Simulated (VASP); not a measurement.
# SiC (Moissanite) (P6_3mc) in VASP: further runs

Runs on SiC (Moissanite). Level: PBE. Tasks: single point.

All numbers are computed with VASP 6.6.1; they aren't measurements. Logs are shortened: lines on timing, memory, paths and dates and some standing lists are left out, and cuts for length are marked.

## (1) The cell of the first run

The structure is hexagonal, space group P6_3mc (No. 186). Conventional cell: a = 2.992 Å, b = 2.992 Å, c = 4.910 Å, α = 90.00°, β = 90.00°, γ = 120.00°. Si (site symmetry 3m) has 4 C at 1.82 to 1.89 Å within 2.4 Å. Within 2.4 Å of C (site symmetry 3m) lie 4 Si at 1.82 to 1.89 Å.

## (2) Single point, PBE

File INCAR:

```
PREC = Accurate
ENCUT = 520
EDIFF = 1E-6
ISMEAR = 0
SIGMA = 0.01
LREAL = F
LASPH = T
NELM = 100
ALGO = Normal
ISIF = 2
LWAVE = F
LCHARG = F
GGA = PE
NBANDS = 16
```

File KPOINTS:

```
regular mesh
0
Gamma
  12 12 4
```

File POSCAR:

```
SiC
1.0
    2.9916832294      0.0000000000      0.0000000000
   -1.4958416147      2.5908696483      0.0000000000
    0.0000000000      0.0000000000      4.9096283948
Si C
2 2
Direct
    0.3333333333      0.6666666667      0.0000000000
    0.6666666667      0.3333333333      0.5000000000
    0.3333333333      0.6666666667      0.3850000000
    0.6666666667      0.3333333333      0.8850000000
```

Potentials or basis: VASP PAW PBE potentials, release 64 (Si, C).

Started as:

```console
> cat potpaw_PBE.64/Si/POTCAR potpaw_PBE.64/C/POTCAR > POTCAR
> mpirun -np 1 vasp_std > vasp.out
```

OUTCAR:

```text
PREC = Accurate
   ENCUT = 520
   EDIFF = 1E-6
   ISMEAR = 0
   LREAL = F
   LASPH = T
   NELM = 100
   ISIF = 2
   GGA = PE

 ion  position               nearest neighbor table
   1  0.333  0.667  0.000-   4 1.82   4 1.82   4 1.82   3 1.89   2 3.00   2 3.00   2 3.00   2 3.00
                             2 3.00   2 3.00
   2  0.667  0.333  0.500-   3 1.82   3 1.82   3 1.82   4 1.89   1 3.00   1 3.00   1 3.00   1 3.00
                             1 3.00   1 3.00
   3  0.333  0.667  0.385-   2 1.82   2 1.82   2 1.82   1 1.89
   4  0.667  0.333  0.885-   1 1.82   1 1.82   1 1.82   2 1.89

  LATTYP: Found a hexagonal cell.
 ALAT       =     2.9916832294
 C/A-ratio  =     1.6410923277

  Lattice vectors:

 A1 = (   2.9916832294,   0.0000000000,   0.0000000000)
 A2 = (  -1.4958416147,   2.5908696483,   0.0000000000)
 A3 = (   0.0000000000,   0.0000000000,   4.9096283948)

Analysis of symmetry for initial positions (statically):
=====================================================================
 Subroutine PRICEL returns:
 Original cell was already a primitive cell.

 Routine SETGRP: Setting up the symmetry group for a
 hexagonal supercell.

 Subroutine GETGRP returns: Found 12 space group operations
 (whereof  6 operations were pure point group operations)
 out of a pool of 24 trial point group operations.

The static configuration has the point symmetry C_3v.
 The point group associated with its full space group is C_6v.

Analysis of symmetry for dynamics (positions and initial velocities):
=====================================================================
 Subroutine PRICEL returns:
 Original cell was already a primitive cell.

 Routine SETGRP: Setting up the symmetry group for a
 hexagonal supercell.

 Subroutine GETGRP returns: Found 12 space group operations
 (whereof  6 operations were pure point group operations)
 out of a pool of 24 trial point group operations.

The dynamic configuration has the point symmetry C_3v.
 The point group associated with its full space group is C_6v.

 Subroutine INISYM returns: Found 12 space group operations
 (whereof  6 operations are pure point group operations),
 and found     1 'primitive' translations

----------------------------------------------------------------------------------------
[... 91 lines left out ...]
   ISPIN  =      1    spin polarized calculation?
   LNONCOLLINEAR =      F non collinear calculations
   LSORBIT =      F    spin-orbit coupling
   LASPH  =      T    aspherical Exc in radial PAW
   ENCUT  =  520.0 eV  38.22 Ry    6.18 a.u.   5.56  5.56  9.13*2*pi/ulx,y,z
   NELM   =    100;   NELMIN=  2; NELMDL= -5     # of ELM steps
   EDIFF  = 0.1E-05   stopping-criterion for ELM
   LREAL  =      F    real-space projection
   EDIFFG = 0.1E-04   stopping-criterion for IOM
   NSW    =      0    number of steps for IOM
   IBRION =     -1    ionic relax: 0-MD 1-quasi-New 2-CG
   NFREE  =      0    steps in history (QN), initial steepest desc. (CG)
   ISIF   =      2    stress and relaxation
   ISYM   =      2    0-nonsym 1-usesym 2-fastsym
   POTIM  = 0.5000    time-step for ionic-motion
   TEBEG  =    0.0;   TEEND  =   0.0 temperature during run
   PSTRESS=    0.0 pullay stress
   NELECT =      16.0000    total number of electrons
   NUPDOWN=      -1.0000    fix difference up-down
   EMIN   =  10.00;   EMAX   =-10.00  energy-range for DOS
   EFERMI =   0.00;   METHOD = LEGACY
   ISMEAR =     0;   SIGMA  =   0.01  broadening in eV -4-tet -1-fermi 0-gaus
   EFERMI_NEDOS =   21; number of points for ismear=-14 and -15
   IALGO  =     38    algorithm
   IMIX   =      4    mixing-type and parameters
     AMIX     =   0.40;   BMIX     =  1.00
     AMIX_MAG =   1.60;   BMIX_MAG =  1.00
  volume/ion in A,a.u.               =       9.51        64.20
  Fermi-wavevector in a.u.,A,eV,Ry     =   1.226436  2.317628 20.465139  1.504145
  Thomas-Fermi vector in A             =   2.361437
   LORBIT       =      0    0 simple, 1 ext, 2 COOP (PROOUT), +10 PAW based schemes
   GGA     = PE    functional components
   LHFCALC =     F    Hartree Fock is set to
   AEXX    =    0.0000 exact exchange contribution
   IVDW    =     0    specifies the selected vdW correction
   LEPSILON=     F    determine dielectric tensor
   LRPA    =     F    only Hartree local field effects (RPA)
 non-spin polarized calculation
 Gauss-broadening in eV      SIGMA  =   0.01
  energy-cutoff  :      520.00
  volume of cell :       38.05
 maximum number of plane-waves:      1050
 NGX is ok and might be reduce to    24
   NGX = 11   NGY = 11   NGZ = 19

 number of electron      15.9999999 magnetization

 Free energy of the ion-electron system (eV)
  ---------------------------------------------------
  ext. energy  EPLUGINS =         0.00000000
  ---------------------------------------------------
  free energy    TOTEN  =       -29.77752167 eV

  energy without entropy =      -29.77752167  energy(sigma->0) =      -29.77752167

 E-fermi :   9.4376     XC(G=0): -11.7161

 val. band max:        9.3796057462   @ k =   0.0000   0.0000   0.0000
 cond. band min:      11.5431526124   @ k =   0.3333   0.3333   0.0000
 fundamental gap:      2.1635468663
 Fermi energy:         9.4375756866

 k-point     1 :       0.0000    0.0000    0.0000
  band No.  band energies     occupation
      1      -7.0219      2.00000
      2      -3.1910      2.00000
      3       0.1791      2.00000
      4       7.7876      2.00000
      5       7.7876      2.00000
      6       9.1092      2.00000
[... 433 lines left out ...]
      3       1.8133      2.00000
      4       3.7453      2.00000
      5       4.0941      2.00000
      6       6.2980      2.00000
[... 8 lines left out ...]
     15      21.6938      0.00000
     16      21.7503      0.00000

 [... further k-points ...]
[... 5 lines left out ...]
  --------------------------------------------------------------------------------------
  -------------------------------------------------------------------------------------
  Total        6.8325361      6.8325148      4.7300362      0.0000000      0.0000000      0.0000000
  in kB      287.6621519    287.6612573    199.1430980      0.0000000      0.0000000      0.0000000
  external PRESSURE =     258.1555024 kB  Pullay stress =       0.0000000 kB

 VOLUME and BASIS-vectors are now :
 -----------------------------------------------------------------------------
  energy-cutoff  :      520.00
  volume of cell :       38.05
      direct lattice vectors                 reciprocal lattice vectors
     2.991683229  0.000000000  0.000000000     0.334259988  0.192985394  0.000000000
    -1.495841615  2.590869648  0.000000000     0.000000000  0.385970788  0.000000000
     0.000000000  0.000000000  4.909628395     0.000000000  0.000000000  0.203681403

 POSITION                                       TOTAL-FORCE (eV/Angst)
 -----------------------------------------------------------------------------------
     -0.00000      1.72725      0.00000        -0.000000      0.000000      0.891668
      1.49584      0.86362      2.45481         0.000000      0.000000      0.891668
     -0.00000      1.72725      1.89021         0.000000      0.000000     -0.891668
      1.49584      0.86362      4.34502        -0.000000     -0.000000     -0.891668
 -----------------------------------------------------------------------------------
    total drift:                               -0.000000      0.000000      0.000315

  FREE ENERGIE OF THE ION-ELECTRON SYSTEM (eV)
  ---------------------------------------------------
  free  energy   TOTEN  =       -29.7775216651 eV

  energy  without entropy=      -29.7775216651  energy(sigma->0) =      -29.77752167
```

Run time: 30 s. Hardware: 1 thread of Intel Xeon 8259CL, shared host; peak memory 0.17 GiB.

Results:

| Property | Result |
| --- | --- |
| Free energy | -29.7775 eV |
| Pressure | 25.8 GPa |
| Largest force | 0.892 eV/Å |
| Band gap on the k mesh | 2.16 eV, indirect (least direct gap 4.25 eV) |

Forces on the atoms (eV/Å):
```
Si   0.000  0.000  0.892
Si   0.000  0.000  0.892
C    0.000  0.000 -0.892
C    0.000  0.000 -0.892
```

A k mesh can miss the band edges. PBE gaps usually lie below the measured ones, often by a third to a half.

## (3) Single point, PBE

This run uses another cell than the first one, of 9.79 Å³/atom, 1.029 times its volume.

File INCAR:

```
SYSTEM = SiC
PREC     = Accurate       ! precision mode
ENCUT    = 520            ! plane-wave cutoff, eV
EDIFF    = 1E-6           ! SCF threshold, eV
ISMEAR   = 0              ! smearing method
SIGMA    = 0.01           ! smearing width, eV
LREAL    = .False.        ! projectors in reciprocal space
LASPH    = .True.         ! aspherical terms in the spheres
NELM     = 60             ! most SCF steps
ALGO     = Normal         ! electronic algorithm
ISIF     = 2              ! what is computed and relaxed
LWAVE    = .False.        ! write WAVECAR
LCHARG   = .True.         ! write CHGCAR
GGA      = PE             ! functional
LELF     = .True.         ! ELF
LVHAR    = .True.       
NBANDS   = 16             ! bands
```

File KPOINTS:

```
regular mesh
0
Gamma
  12 12 4
  0 0 0
```

File POSCAR:

```
SiC
1.0
    3.0203135167      0.0000000000      0.0000000000
   -1.5101567584      2.6156641658      0.0000000000
    0.0000000000      0.0000000000      4.9566133395
Si C
2 2
Direct
    0.3333333333      0.6666666667      0.0000000000
    0.6666666667      0.3333333333      0.5000000000
    0.3333333333      0.6666666667      0.3850000000
    0.6666666667      0.3333333333      0.8850000000
```

Potentials or basis: VASP PAW PBE potentials, release 64 (Si, C).

Started as:

```console
> cat potpaw_PBE.64/Si/POTCAR potpaw_PBE.64/C/POTCAR > POTCAR
> mpirun -np 1 vasp_std > vasp.out
```

OUTCAR:

```text
SYSTEM = SiC
   PREC = Accurate
   ENCUT = 520
   EDIFF = 1E-6
   ISMEAR = 0
   LREAL = .False.
   LASPH = .True.
   NELM = 60
   ISIF = 2
   GGA = PE

 ion  position               nearest neighbor table
   1  0.333  0.667  0.000-   4 1.83   4 1.83   4 1.83   3 1.91   2 3.03   2 3.03   2 3.03   2 3.03
                             2 3.03   2 3.03
   2  0.667  0.333  0.500-   3 1.83   3 1.83   3 1.83   4 1.91   1 3.03   1 3.03   1 3.03   1 3.03
                             1 3.03   1 3.03
   3  0.333  0.667  0.385-   2 1.83   2 1.83   2 1.83   1 1.91
   4  0.667  0.333  0.885-   1 1.83   1 1.83   1 1.83   2 1.91

[... 661 lines left out ...]
  -------------------------------------------------------------------------------------
  Total        4.8633345      4.8633194      3.0668475     -0.0000000      0.0000000      0.0000000
  in kB      198.9874451    198.9868263    125.4826597     -0.0000000      0.0000000      0.0000000
  external PRESSURE =     174.4856437 kB  Pullay stress =       0.0000000 kB

 VOLUME and BASIS-vectors are now :
 -----------------------------------------------------------------------------
  energy-cutoff  :      520.00
  volume of cell :       39.16
      direct lattice vectors                 reciprocal lattice vectors
     3.020313517  0.000000000  0.000000000     0.331091456  0.191156039  0.000000000
    -1.510156758  2.615664166  0.000000000     0.000000000  0.382312077  0.000000000
     0.000000000  0.000000000  4.956613339     0.000000000  0.000000000  0.201750657

 POSITION                                       TOTAL-FORCE (eV/Angst)
 -----------------------------------------------------------------------------------
     -0.00000      1.74378      0.00000        -0.000000     -0.000000      0.841334
      1.51016      0.87189      2.47831        -0.000000      0.000000      0.841334
     -0.00000      1.74378      1.90830        -0.000000     -0.000000     -0.841334
      1.51016      0.87189      4.38660         0.000000      0.000000     -0.841334
 -----------------------------------------------------------------------------------
    total drift:                                0.000000      0.000000     -0.000152

  FREE ENERGIE OF THE ION-ELECTRON SYSTEM (eV)
  ---------------------------------------------------
  free  energy   TOTEN  =       -29.9261668557 eV

  energy  without entropy=      -29.9261668557  energy(sigma->0) =      -29.92616686
```

stdout:

```text
POSCAR found type information on POSCAR SiC
 POSCAR found :  2 types and       4 ions
 scaLAPACK will be used
 LDA part: xc-table for (Slater+PW92), standard interpolation
 POSCAR, INCAR and KPOINTS ok, starting setup
 FFT: planning ... GRIDC
 FFT: planning ... GRID_SOFT
 FFT: planning ... GRID
 WAVECAR not read
 entering main loop
```

It took 30 s on 1 thread of Intel Xeon 8259CL, shared host; peak memory 0.16 GiB.

What came out:

```yaml
Free_energy: -29.9262 eV
Pressure: 17.4 GPa
Largest_force: 0.841 eV/Å
Band_gap_on_the_k_mesh: 2.22 eV, indirect (least direct gap 4.19 eV)
```

Forces in eV/Å, atoms in the order of the input:
```
Si   0.000  0.000  0.841
Si   0.000  0.000  0.841
C    0.000  0.000 -0.841
C    0.000  0.000 -0.841
```

A k mesh can miss the band edges. A hybrid or GW would open this gap; PBE tends to underestimate it.
